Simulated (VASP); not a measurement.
# Si2Ni (Fm-3m) in VASP: further runs

The runs below take Si2Ni through single point, with PBE.

Everything below comes from runs of VASP 6.6.1. Logs are shortened: lines on timing, memory, paths and dates and some standing lists are left out, and cuts for length are marked.

### Step 1. The cell of the first run

The structure is cubic, space group Fm-3m (No. 225). Conventional cell: a = 5.283 Å, b = 5.283 Å, c = 5.283 Å, α = 90.00°, β = 90.00°, γ = 90.00°. Within 3.0 Å of Si (site symmetry -43m) lie 4 Ni at 2.29 Å and 6 Si at 2.64 Å. Within 3.0 Å of Ni (site symmetry m-3m) lie 8 Si at 2.29 Å.

### Step 2. Single point, PBE (strain -0.030 along x and y, -0.030 along z)

The input, INCAR:

```
SYSTEM = Si2Ni
PREC = Accurate ; ENCUT = 520
EDIFF = 1E-6 ; ISMEAR = 0
SIGMA = 0.15 ; LREAL = .FALSE.
LASPH = .TRUE. ; NELM = 100
ALGO = Normal ; ISIF = 2
LWAVE = .FALSE. ; LCHARG = .FALSE.
GGA = PE ; NBANDS = 16
```

The input, KPOINTS:

```
regular mesh
0
G
  16 16 16
  0 0 0
```

The input, POSCAR:

```
Si2Ni
1.0
    0.0000000000      2.6417105182      2.6417105182
    2.6417105182      0.0000000000      2.6417105182
    2.6417105182      2.6417105182      0.0000000000
Si Ni
2 1
Direct
    0.2500000000      0.2500000000      0.2500000000
    0.7500000000      0.7500000000      0.7500000000
    0.0000000000      0.0000000000      0.0000000000
```

Potentials or basis: VASP PAW PBE potentials, release 64 (Si, Ni).

On the command line:

```
$ cat potpaw_PBE.64/Si/POTCAR potpaw_PBE.64/Ni/POTCAR > POTCAR
$ mpirun -np 1 vasp_std > vasp.out
```

OUTCAR:

```text
SYSTEM = Si2Ni
   PREC = Accurate
   ENCUT = 520
   EDIFF = 1E-6
   ISMEAR = 0
   LREAL = .FALSE.
   LASPH = .TRUE.
   NELM = 100
   ISIF = 2
   GGA = PE

 ion  position               nearest neighbor table
   1  0.250  0.250  0.250-   3 2.29   3 2.29   3 2.29   3 2.29   2 2.64   2 2.64   2 2.64   2 2.64
                             2 2.64   2 2.64
   2  0.750  0.750  0.750-   3 2.29   3 2.29   3 2.29   3 2.29   1 2.64   1 2.64   1 2.64   1 2.64
                             1 2.64   1 2.64
   3  0.000  0.000  0.000-   2 2.29   2 2.29   2 2.29   1 2.29   2 2.29   1 2.29   1 2.29   1 2.29

  LATTYP: Found a face centered cubic cell.
 ALAT       =     5.2834210364

  Lattice vectors:

 A1 = (   0.0000000000,   2.6417105182,   2.6417105182)
 A2 = (   2.6417105182,   0.0000000000,   2.6417105182)
 A3 = (   2.6417105182,   2.6417105182,   0.0000000000)

Analysis of symmetry for initial positions (statically):
=====================================================================
 Subroutine PRICEL returns:
 Original cell was already a primitive cell.

 Routine SETGRP: Setting up the symmetry group for a
 face centered cubic supercell.

 Subroutine GETGRP returns: Found 48 space group operations
 (whereof 48 operations were pure point group operations)
 out of a pool of 48 trial point group operations.

The static configuration has the point symmetry O_h .

Analysis of symmetry for dynamics (positions and initial velocities):
=====================================================================
 Subroutine PRICEL returns:
 Original cell was already a primitive cell.

 Routine SETGRP: Setting up the symmetry group for a
 face centered cubic supercell.

 Subroutine GETGRP returns: Found 48 space group operations
 (whereof 48 operations were pure point group operations)
 out of a pool of 48 trial point group operations.

The dynamic configuration has the point symmetry O_h .

 Subroutine INISYM returns: Found 48 space group operations
 (whereof 48 operations are pure point group operations),
 and found     1 'primitive' translations

----------------------------------------------------------------------------------------

                                     Primitive cell

  volume of cell :      36.8711

  direct lattice vectors                    reciprocal lattice vectors
     0.000000000  2.641710518  2.641710518    -0.189271306  0.189271306  0.189271306
     2.641710518  0.000000000  2.641710518     0.189271306 -0.189271306  0.189271306
     2.641710518  2.641710518  0.000000000     0.189271306  0.189271306 -0.189271306

  length of vectors
     3.735942843  3.735942843  3.735942843     0.327827519  0.327827519  0.327827519

  position of ions in fractional coordinates (direct lattice)
     0.250000000  0.250000000  0.250000000
     0.750000000  0.750000000  0.750000000
     0.000000000  0.000000000  0.000000000

  ion indices of the primitive-cell ions
   primitive index   ion index
                 1           1
                 2           2
                 3           3

----------------------------------------------------------------------------------------

 KPOINTS: regular mesh

Automatic generation of k-mesh.
 Grid dimensions read from file:
 generate k-points for:   16   16   16

 Generating k-lattice:

  Cartesian coordinates                     Fractional coordinates (reciprocal lattice)
    -0.011829457  0.011829457  0.011829457     0.062500000  0.000000000  0.000000000
     0.011829457 -0.011829457  0.011829457     0.000000000  0.062500000  0.000000000
     0.011829457  0.011829457 -0.011829457     0.000000000  0.000000000  0.062500000

  Length of vectors
     0.020489220  0.020489220  0.020489220

  Shift w.r.t. Gamma in fractional coordinates (k-lattice)
     0.000000000  0.000000000  0.000000000

 Subroutine IBZKPT returns following result:
 ===========================================

 Found    145 irreducible k-points:

 Following reciprocal coordinates:
            Coordinates               Weight
  0.000000  0.000000  0.000000      1.000000
  0.062500  0.000000  0.000000      8.000000
  0.125000  0.000000  0.000000      8.000000
  0.187500  0.000000  0.000000      8.000000
  0.250000  0.000000  0.000000      8.000000
  0.312500  0.000000  0.000000      8.000000
[... 16 lines left out ...]
 -0.125000  0.062500  0.000000     24.000000
 -0.062500  0.062500  0.000000     12.000000
 [... further k-points ...]
   k-points           NKPTS =    145   k-points in BZ     NKDIM =    145   number of bands    NBANDS=     16
   number of dos      NEDOS =    301   number of ions     NIONS =      3
   total plane-waves  NPLWV =  21952
   dimension x,y,z NGX =    28 NGY =   28 NGZ =   28
   dimension x,y,z NGXF=    56 NGYF=   56 NGZF=   56
   ions per type =               2   1
   NGX,Y,Z   is equivalent  to a cutoff of  12.46, 12.46, 12.46 a.u.
   NGXF,Y,Z  is equivalent  to a cutoff of  24.92, 24.92, 24.92 a.u.
 SYSTEM =  Si2Ni
   PREC   = accura    normal or accurate (medium, high low for compatibility)
   ISTART =      0    job   : 0-new  1-cont  2-samecut
   ICHARG =      2    charge: 1-file 2-atom 10-const
   ISPIN  =      1    spin polarized calculation?
   LNONCOLLINEAR =      F non collinear calculations
   LSORBIT =      F    spin-orbit coupling
   LASPH  =      T    aspherical Exc in radial PAW
   ENCUT  =  520.0 eV  38.22 Ry    6.18 a.u.   6.95  6.95  6.95*2*pi/ulx,y,z
   NELM   =    100;   NELMIN=  2; NELMDL= -5     # of ELM steps
   EDIFF  = 0.1E-05   stopping-criterion for ELM
   LREAL  =      F    real-space projection
   EDIFFG = 0.1E-04   stopping-criterion for IOM
   NSW    =      0    number of steps for IOM
   IBRION =     -1    ionic relax: 0-MD 1-quasi-New 2-CG
   NFREE  =      0    steps in history (QN), initial steepest desc. (CG)
   ISIF   =      2    stress and relaxation
   ISYM   =      2    0-nonsym 1-usesym 2-fastsym
   POTIM  = 0.5000    time-step for ionic-motion
   TEBEG  =    0.0;   TEEND  =   0.0 temperature during run
   PSTRESS=    0.0 pullay stress
   NELECT =      18.0000    total number of electrons
   NUPDOWN=      -1.0000    fix difference up-down
   EMIN   =  10.00;   EMAX   =-10.00  energy-range for DOS
   EFERMI =   0.00;   METHOD = LEGACY
   ISMEAR =     0;   SIGMA  =   0.15  broadening in eV -4-tet -1-fermi 0-gaus
   EFERMI_NEDOS =   21; number of points for ismear=-14 and -15
   IALGO  =     38    algorithm
   IMIX   =      4    mixing-type and parameters
     AMIX     =   0.40;   BMIX     =  1.00
     AMIX_MAG =   1.60;   BMIX_MAG =  1.00
  volume/ion in A,a.u.               =      12.29        82.94
  Fermi-wavevector in a.u.,A,eV,Ry     =   1.289052  2.435955 22.608190  1.661655
  Thomas-Fermi vector in A             =   2.420968
   LORBIT       =      0    0 simple, 1 ext, 2 COOP (PROOUT), +10 PAW based schemes
   GGA     = PE    functional components
   LHFCALC =     F    Hartree Fock is set to
   AEXX    =    0.0000 exact exchange contribution
   IVDW    =     0    specifies the selected vdW correction
   LEPSILON=     F    determine dielectric tensor
   LRPA    =     F    only Hartree local field effects (RPA)
 non-spin polarized calculation
 Gauss-broadening in eV      SIGMA  =   0.15
  energy-cutoff  :      520.00
  volume of cell :       36.87
 maximum number of plane-waves:      1010
   NGX = 13   NGY = 13   NGZ = 13

 number of electron      17.9999996 magnetization

 Free energy of the ion-electron system (eV)
  ---------------------------------------------------
  ext. energy  EPLUGINS =         0.00000000
  ---------------------------------------------------
  free energy    TOTEN  =       -17.21316543 eV

  energy without entropy =      -17.20366146  energy(sigma->0) =      -17.20841344

 E-fermi :  11.5684     XC(G=0): -11.9060

 val. band max:       11.5641933716   @ k =   0.0625   0.0000   0.0000
 cond. band min:      11.5780279755   @ k =   0.3750   0.2500   0.0000
 fundamental gap:      0.0138346040
 Fermi energy:        11.5683684092

 k-point     1 :       0.0000    0.0000    0.0000
  band No.  band energies     occupation
      1      -3.0220      2.00000
      2       5.8303      2.00000
      3       5.8303      2.00000
      4       5.8303      2.00000
      5       7.5908      2.00000
      6       7.5908      2.00000
[... 8 lines left out ...]
     15      16.3905      0.00000
     16      16.3905      0.00000

 k-point     2 :       0.0625    0.0000    0.0000
  band No.  band energies     occupation
      1      -2.9610      2.00000
      2       5.7217      2.00000
      3       5.8501      2.00000
      4       5.8501      2.00000
      5       7.5786      2.00000
      6       7.5786      2.00000
[... 8 lines left out ...]
     15      16.0722      0.00000
     16      16.2727      0.00000

 k-point     3 :       0.1250    0.0000    0.0000
  band No.  band energies     occupation
      1      -2.7783      2.00000
      2       5.4038      2.00000
      3       5.9064      2.00000
      4       5.9064      2.00000
      5       7.5480      2.00000
      6       7.5480      2.00000
[... 8 lines left out ...]
     15      15.7997      0.00000
     16      16.0356      0.00000

 k-point     4 :       0.1875    0.0000    0.0000
  band No.  band energies     occupation
      1      -2.4760      2.00000
      2       4.8931      2.00000
      3       5.9895      2.00000
      4       5.9895      2.00000
      5       7.5165      2.00000
      6       7.5165      2.00000
[... 8 lines left out ...]
     15      16.1178      0.00000
     16      16.9475      0.00000

 k-point     5 :       0.2500    0.0000    0.0000
  band No.  band energies     occupation
      1      -2.0572      2.00000
      2       4.2113      2.00000
      3       6.0828      2.00000
      4       6.0828      2.00000
      5       7.5090      2.00000
      6       7.5090      2.00000
[... 8 lines left out ...]
     15      16.9799      0.00000
     16      17.9455      0.00000

 k-point     6 :       0.3125    0.0000    0.0000
  band No.  band energies     occupation
      1      -1.5274      2.00000
      2       3.3973      2.00000
      3       6.1647      2.00000
      4       6.1647      2.00000
      5       7.5499      2.00000
      6       7.5499      2.00000
[... 8 lines left out ...]
     15      17.9953      0.00000
     16      18.9610      0.00000
[... 267 lines left out ...]
 k-point    21 :      -0.2500    0.0625    0.0000
  band No.  band energies     occupation
      1      -1.8396      2.00000
      2       3.9620      2.00000
      3       5.9888      2.00000
      4       6.2006      2.00000
      5       7.3811      2.00000
      6       7.6224      2.00000
[... 8 lines left out ...]
     15      17.3645      0.00000
     16      18.9984      0.00000

 k-point    22 :      -0.1875    0.0625    0.0000
  band No.  band energies     occupation
      1      -2.2956      2.00000
      2       4.6707      2.00000
      3       5.9232      2.00000
      4       6.0947      2.00000
      5       7.4009      2.00000
      6       7.5938      2.00000
[... 8 lines left out ...]
     15      16.5821      0.00000
     16      17.8961      0.00000

 k-point    23 :      -0.1250    0.0625    0.0000
  band No.  band energies     occupation
      1      -2.6368      2.00000
      2       5.2145      2.00000
      3       5.8684      2.00000
      4       5.9870      2.00000
      5       7.4595      2.00000
      6       7.5912      2.00000
[... 8 lines left out ...]
     15      16.3559      0.00000
     16      16.8617      0.00000

 k-point    24 :      -0.0625    0.0625    0.0000
  band No.  band energies     occupation
      1      -2.8594      2.00000
      2       5.5682      2.00000
      3       5.8417      2.00000
      4       5.9011      2.00000
      5       7.5258      2.00000
      6       7.5926      2.00000
[... 8 lines left out ...]
     15      15.7018      0.00000
     16      16.5891      0.00000

 [... further k-points ...]

------------------------ aborting loop because EDIFF is reached ----------------------------------------

  FORCE on cell =-STRESS in cart. coord.  units (eV):
  Direction    XX          YY          ZZ          XY          YZ          ZX
  --------------------------------------------------------------------------------------
  -------------------------------------------------------------------------------------
  Total        3.6598537      3.6598537      3.6598537      0.0000000     -0.0000000      0.0000000
  in kB      159.0335053    159.0335053    159.0335053      0.0000000     -0.0000000      0.0000000
  external PRESSURE =     159.0335053 kB  Pullay stress =       0.0000000 kB

 VOLUME and BASIS-vectors are now :
 -----------------------------------------------------------------------------
  energy-cutoff  :      520.00
  volume of cell :       36.87
      direct lattice vectors                 reciprocal lattice vectors
     0.000000000  2.641710518  2.641710518    -0.189271306  0.189271306  0.189271306
     2.641710518  0.000000000  2.641710518     0.189271306 -0.189271306  0.189271306
     2.641710518  2.641710518  0.000000000     0.189271306  0.189271306 -0.189271306

 POSITION                                       TOTAL-FORCE (eV/Angst)
 -----------------------------------------------------------------------------------
      1.32086      1.32086      1.32086         0.000000      0.000000     -0.000000
      3.96257      3.96257      3.96257        -0.000000     -0.000000      0.000000
      0.00000      0.00000      0.00000         0.000000      0.000000     -0.000000
 -----------------------------------------------------------------------------------
    total drift:                               -0.000000     -0.000000      0.000000

  FREE ENERGIE OF THE ION-ELECTRON SYSTEM (eV)
  ---------------------------------------------------
  free  energy   TOTEN  =       -17.2131654307 eV

  energy  without entropy=      -17.2036614589  energy(sigma->0) =      -17.20841344
```

It used 64 s of CPU time on 1 thread of Intel(R) Xeon(R) Platinum 8488C (Sapphire Rapids), on a shared host.

Results:

| Property | Result |
| --- | --- |
| Free energy | -17.2132 eV |
| Pressure | 15.9 GPa |
| Band gap on the k mesh | zero (bands 9 and 10 overlap by 2.12 eV) |

Caveat: the cell differs from its parent crystal (strain -0.030 along x and y, -0.030 along z); the cell stands under pressure. Spin polarisation is off, so any magnetic state and its effect on volume and gap are missing.

[end of part 1 of 2]
